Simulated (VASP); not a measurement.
As:

```
As
1.0
     1.87975    1.08527    3.48577
    -1.87975    1.08527    3.48577
     0.00000   -2.17055    3.48577
As
2
Direct
  0.22754 0.22754 0.22754
  0.77246 0.77246 0.77246
```

* Program: VASP 6.6.1
* Task: relaxation of cell and atoms
* Functional: LDA
* Potentials or basis: VASP PAW LDA potentials, release 64 (As)
* Cutoff: 600 eV
* k mesh: 14 × 14 × 14
* Occupations: gaussian, width 0.05 eV
* Spin: no spin polarisation

At the start: pressure -1.1 GPa; volume 21.33 Å³/atom.

Question: How do energy, volume and symmetry change on relaxing?

Answer: Over 9 steps the energy falls by 8.7 meV/atom and the volume is 20.43 Å³/atom (-4.2 %); space group R-3m (No. 166, to 0.1 Å) before and after.

Step by step:
| step | energy change (eV) | largest force (eV/Å) | pressure (GPa) | volume (Å³) |
| --- | --- | --- | --- | --- |
| 1 | 0.0000 | 0.1354 | -1.11 | 42.67 |
| 2 | -0.0067 | 0.1915 | 0.16 | 41.76 |
| 3 | -0.0077 | 0.2216 | 0.90 | 41.27 |
| 4 | -0.0119 | 0.1412 | 0.71 | 41.12 |
| 5 | -0.0166 | 0.0714 | 0.25 | 40.65 |
| 6 | -0.0166 | 0.0538 | 0.28 | 40.69 |
| 7 | -0.0172 | 0.0364 | 0.03 | 40.82 |
| 8 | -0.0174 | 0.0218 | -0.17 | 40.94 |
| 9 | -0.0175 | 0.0088 | 0.01 | 40.87 |

Final structure:
```yaml
crystal:
  lattice:
    - [1.88306, 1.08719, 3.32691]
    - [-1.88306, 1.08719, 3.32691]
    - [0.00000, -2.17438, 3.32691]
  atoms:
    - { symbol: As, position: [0.23085, 0.23085, 0.23085] }
    - { symbol: As, position: [0.76915, 0.76915, 0.76915] }
```
